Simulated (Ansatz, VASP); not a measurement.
**Two plane-wave programs on PbS**

INCAR

```
PREC     = Accurate       # precision mode
ENCUT    = 520            # plane-wave cutoff, eV
EDIFF    = 1E-6           # SCF threshold, eV
ISMEAR   = -1             # smearing method
SIGMA    = 0.05           # smearing width, eV
LREAL    = F              # projectors in reciprocal space
LASPH    = T              # aspherical terms in the spheres
NELM     = 80             # most SCF steps
ALGO     = Normal         # electronic algorithm
ISIF     = 2              # what is computed and relaxed
LWAVE    = F              # write WAVECAR
LCHARG   = F              # write CHGCAR
GGA      = PS             # functional
IVDW     = 13             # dispersion correction
NBANDS   = 17             # bands
```

Contents of KPOINTS:

```
regular mesh
0
Gamma
  8 8 8
```

POSCAR

```
PbS
1.0
    0.0000000000      2.9657500000      2.9657500000
    2.9657500000      0.0000000000      2.9657500000
    2.9657500000      2.9657500000      0.0000000000
Pb S
1 1
Direct
    0.0000000000      0.0000000000      0.0000000000
    0.5000000000      0.5000000000      0.5000000000
```

Contents of input.yaml:

```yaml
crystal:
  lattice:
    - [0.0, 2.96575, 2.96575]
    - [2.96575, 0.0, 2.96575]
    - [2.96575, 2.96575, 0.0]
  atoms:
    - { symbol: Pb, position: [0.0, 0.0, 0.0] }
    - { symbol: S, position: [0.5, 0.5, 0.5] }
hamiltonian:
  xc: pbesol
  pseudopotentials: { kind: paw }
  dispersion: d4
kpoints:
  mp_grid: { grid: [8, 8, 8] }
scf:
  occupations: { method: fermi_dirac, width: 0.05 }
output:
  forces: true
  stress: true
  eigenvalues: true
  write_density: true
  write_potential: true
  elf: true
  volumetric_format: npy
```

Alike in both runs: task single point; functional PBEsol; dispersion D4; k mesh 8 × 8 × 8; occupations fermi-dirac, width 0.05 eV; no spin polarisation.

|  | VASP | Ansatz |
| --- | --- | --- |
| version | VASP 6.6.1 | Ansatz 0.2.0 |
| potentials or method | VASP PAW PBE potentials, release 64 (Pb_d, S) | Ansatz PAW |
| plane-wave cutoff (eV) | 520 | 420 |
| valence electrons in the cell | 20 | 20 |

VASP gave:

| Property | Result |
| --- | --- |
| gap on the k mesh at the Fermi level (eV) | 0.25 |
| least direct gap on the mesh (eV) | 0.25 |
| pressure (GPa) | -2.2 |

Problem. What did Ansatz give for the same quantities?

Solution. gap on the k mesh at the Fermi level (eV): 0.25; least direct gap on the mesh (eV): 0.25; pressure (GPa): -2.1.

VASP's potentials were made for PBE, not for PBEsol.

Spin-orbit coupling is off throughout.
